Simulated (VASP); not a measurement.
# Li5Sc (P6/mmm) in VASP: notebook

The runs below take Li5Sc through single point, relaxation of cell and atoms, with PBE.

All numbers are computed with VASP 6.6.1; they aren't measurements. Logs are shortened: lines on timing, memory, paths and dates and some standing lists are left out, and cuts for length are marked.

### Step 1. The cell of the first run

The structure is hexagonal, space group P6/mmm (No. 191). Conventional cell: a = 4.912 Å, b = 4.912 Å, c = 3.952 Å, α = 90.00°, β = 90.00°, γ = 120.00°. Within 3.2 Å of Li (site symmetry -6m2) lie 9 Li at 2.43 to 2.84 Å and 3 Sc at 2.84 Å. Within 3.2 Å of Li (site symmetry mmm) lie 8 Li at 2.43 to 2.46 Å and 4 Sc at 3.15 Å. Within 3.7 Å of Sc (site symmetry 6/mmm) lie 18 Li at 2.84 to 3.15 Å.

### Step 2. Single point, PBE

Contents of INCAR:

```
SYSTEM = Li5Sc
PREC = Accurate ; ENCUT = 520
EDIFF = 1E-6 ; ISMEAR = 0
SIGMA = 0.1 ; LREAL = .False.
LASPH = .True. ; NELM = 100
ALGO = Fast ; ISIF = 2
LWAVE = .False. ; LCHARG = .True.
GGA = PE ; LELF = .True.
LVHAR = .True. ; NBANDS = 22
```

Contents of KPOINTS:

```
regular mesh
0
Gamma
  6 6 4
  0 0 0
```

Contents of POSCAR:

```
Li5Sc
1.0
    4.9120188500      0.0000000000      0.0000000000
   -2.4560094200      4.2539331100      0.0000000000
    0.0000000000      0.0000000000      3.9518792500
Li Sc
5 1
Direct
    0.3333333300      0.6666666700      0.0000000000
    0.6666666700      0.3333333300      0.0000000000
    0.5000000000      0.0000000000      0.5000000000
    0.5000000000      0.5000000000      0.5000000000
    0.0000000000      0.5000000000      0.5000000000
    0.0000000000      0.0000000000      0.0000000000
```

Potentials or basis: VASP PAW PBE potentials, release 64 (Li_sv, Sc_sv).

On the command line:

```bash
$ cat potpaw_PBE.64/Li_sv/POTCAR potpaw_PBE.64/Sc_sv/POTCAR > POTCAR
$ mpirun -np 1 vasp_std > vasp.out
```

OUTCAR:

```text
SYSTEM = Li5Sc
   PREC = Accurate
   ENCUT = 520
   EDIFF = 1E-6
   ISMEAR = 0
   LREAL = .False.
   LASPH = .True.
   NELM = 100
   ISIF = 2
   GGA = PE

 ion  position               nearest neighbor table
   1  0.333  0.667  0.000-   3 2.43   3 2.43   5 2.43   5 2.43   4 2.43   4 2.43   6 2.84   6 2.84
                             6 2.84
   2  0.667  0.333  0.000-   3 2.43   3 2.43   5 2.43   5 2.43   4 2.43   4 2.43   6 2.84   6 2.84
                             6 2.84
   3  0.500  0.000  0.500-   1 2.43   2 2.43   1 2.43   2 2.43   4 2.46   4 2.46   5 2.46   5 2.46

   4  0.500  0.500  0.500-   1 2.43   2 2.43   1 2.43   2 2.43   3 2.46   3 2.46   5 2.46   5 2.46

   5  0.000  0.500  0.500-   1 2.43   2 2.43   1 2.43   2 2.43   4 2.46   4 2.46   3 2.46   3 2.46

   6  0.000  0.000  0.000-   1 2.84   2 2.84   1 2.84   2 2.84   2 2.84   1 2.84

  LATTYP: Found a hexagonal cell.
 ALAT       =     4.9120188500
 C/A-ratio  =     0.8045325905

  Lattice vectors:

 A1 = (   4.9120188500,   0.0000000000,   0.0000000000)
 A2 = (  -2.4560094200,   4.2539331100,   0.0000000000)
 A3 = (   0.0000000000,   0.0000000000,   3.9518792500)

Analysis of symmetry for initial positions (statically):
=====================================================================
 Subroutine PRICEL returns:
 Original cell was already a primitive cell.

 Routine SETGRP: Setting up the symmetry group for a
 hexagonal supercell.

 Subroutine GETGRP returns: Found 24 space group operations
 (whereof 24 operations were pure point group operations)
 out of a pool of 24 trial point group operations.

The static configuration has the point symmetry D_6h.

Analysis of symmetry for dynamics (positions and initial velocities):
=====================================================================
 Subroutine PRICEL returns:
 Original cell was already a primitive cell.

 Routine SETGRP: Setting up the symmetry group for a
 hexagonal supercell.

 Subroutine GETGRP returns: Found 24 space group operations
 (whereof 24 operations were pure point group operations)
 out of a pool of 24 trial point group operations.

The dynamic configuration has the point symmetry D_6h.

 Subroutine INISYM returns: Found 24 space group operations
 (whereof 24 operations are pure point group operations),
 and found     1 'primitive' translations

[... 101 lines left out ...]
   NSW    =      0    number of steps for IOM
   IBRION =     -1    ionic relax: 0-MD 1-quasi-New 2-CG
   NFREE  =      0    steps in history (QN), initial steepest desc. (CG)
   ISIF   =      2    stress and relaxation
   ISYM   =      2    0-nonsym 1-usesym 2-fastsym
   POTIM  = 0.5000    time-step for ionic-motion
   TEBEG  =    0.0;   TEEND  =   0.0 temperature during run
   PSTRESS=    0.0 pullay stress
   NELECT =      26.0000    total number of electrons
   NUPDOWN=      -1.0000    fix difference up-down
   EMIN   =  10.00;   EMAX   =-10.00  energy-range for DOS
   EFERMI =   0.00;   METHOD = LEGACY
   ISMEAR =     0;   SIGMA  =   0.10  broadening in eV -4-tet -1-fermi 0-gaus
   EFERMI_NEDOS =   21; number of points for ismear=-14 and -15
   IALGO  =     68    algorithm
   IMIX   =      4    mixing-type and parameters
     AMIX     =   0.40;   BMIX     =  1.00
     AMIX_MAG =   1.60;   BMIX_MAG =  1.00
  volume/ion in A,a.u.               =      13.76        92.88
  Fermi-wavevector in a.u.,A,eV,Ry     =   1.113733  2.104651 16.876689  1.240402
  Thomas-Fermi vector in A             =   2.250321
   LORBIT       =      0    0 simple, 1 ext, 2 COOP (PROOUT), +10 PAW based schemes
   GGA     = PE    functional components
   LHFCALC =     F    Hartree Fock is set to
   AEXX    =    0.0000 exact exchange contribution
   IVDW    =     0    specifies the selected vdW correction
   LEPSILON=     F    determine dielectric tensor
   LRPA    =     F    only Hartree local field effects (RPA)
 non-spin polarized calculation
 RMM-DIIS sequential band-by-band and
 Gauss-broadening in eV      SIGMA  =   0.10
  energy-cutoff  :      520.00
  volume of cell :       82.58
 maximum number of plane-waves:      2242
 NGX is ok and might be reduce to    40
   NGX = 19   NGY = 19   NGZ = 15

 number of electron      25.9999994 magnetization

 Free energy of the ion-electron system (eV)
  ---------------------------------------------------
  ext. energy  EPLUGINS =         0.00000000
  ---------------------------------------------------
  free energy    TOTEN  =       -13.15726322 eV

  energy without entropy =      -13.13702646  energy(sigma->0) =      -13.14714484

 E-fermi :   2.8929     XC(G=0):  -8.9519

 val. band max:        2.8629798467   @ k =   0.3333   0.0000   0.2500
 cond. band min:       2.8980909458   @ k =   0.1667  -0.0000   0.5000
 fundamental gap:      0.0351110991
 Fermi energy:         2.8929111701

 k-point     1 :       0.0000    0.0000    0.0000
  band No.  band energies     occupation
      1     -46.8260      2.00000
      2     -42.7529      2.00000
      3     -42.6359      2.00000
      4     -42.6359      2.00000
      5     -42.4250      2.00000
      6     -42.4249      2.00000
[... 514 lines left out ...]
     21       9.6105      0.00000
     22       9.9608      0.00000

------------------------ aborting loop because EDIFF is reached ----------------------------------------

  FORCE on cell =-STRESS in cart. coord.  units (eV):
  Direction    XX          YY          ZZ          XY          YZ          ZX
  --------------------------------------------------------------------------------------
  -------------------------------------------------------------------------------------
  Total        7.9510314      7.9510314      8.4655811      0.0000000      0.0000000     -0.0000000
  in kB      154.2693690    154.2693691    164.2528852      0.0000002      0.0000000     -0.0000000
  external PRESSURE =     157.5972077 kB  Pullay stress =       0.0000000 kB

 VOLUME and BASIS-vectors are now :
 -----------------------------------------------------------------------------
  energy-cutoff  :      520.00
  volume of cell :       82.58
      direct lattice vectors                 reciprocal lattice vectors
     4.912018850  0.000000000  0.000000000     0.203582281  0.117538284  0.000000000
    -2.456009420  4.253933110  0.000000000     0.000000000  0.235076569  0.000000000
     0.000000000  0.000000000  3.951879250     0.000000000  0.000000000  0.253044169

 POSITION                                       TOTAL-FORCE (eV/Angst)
 -----------------------------------------------------------------------------------
     -0.00000      2.83596      0.00000         0.000000      0.000000     -0.000000
      2.45601      1.41798      0.00000        -0.000000     -0.000000      0.000000
      2.45601      0.00000      1.97594         0.000000      0.000000      0.000000
      1.22800      2.12697      1.97594         0.000000      0.000000      0.000000
     -1.22800      2.12697      1.97594         0.000000      0.000000      0.000000
      0.00000      0.00000      0.00000         0.000000      0.000000      0.000000
 -----------------------------------------------------------------------------------
    total drift:                                0.000000      0.000000      0.000000

  FREE ENERGIE OF THE ION-ELECTRON SYSTEM (eV)
  ---------------------------------------------------
  free  energy   TOTEN  =       -13.1572632234 eV

  energy  without entropy=      -13.1370264554  energy(sigma->0) =      -13.14714484
```

It took 78 s on 1 thread of Intel Xeon 6975P-C (Granite Rapids), shared host; peak memory 0.22 GiB.

Results:

* Free energy: -13.1573 eV
* Band gap on the k mesh: zero (band 13 reaches 3.59 eV, above the bottom of band 14 at 2.06 eV)

Levels at points of the mesh, in eV from the Fermi level:
```tsv
k point	band 11	band 12	band 13	band 14	band 15	band 16
(0.00, 0.00, 0.00)	-0.22	-0.22	0.47	0.82	1.05	1.15
(0.50, 0.00, 0.00)	-2.36	-0.54	-0.07	0.65	1.00	1.23
(0.00, 0.00, 0.50)	-2.27	-0.20	-0.20	0.20	0.20	0.55
(0.50, 0.00, 0.50)	-1.60	-1.08	-1.05	0.22	0.86	0.93
```

Caveat: the k points lie up to 0.40 Å⁻¹ apart; the cutoff is under 1.25 times the usual one of these potentials, so pressure, stress and relaxed cells hold a basis-set (Pulay) error.

(Continued in part 2 of 2.)
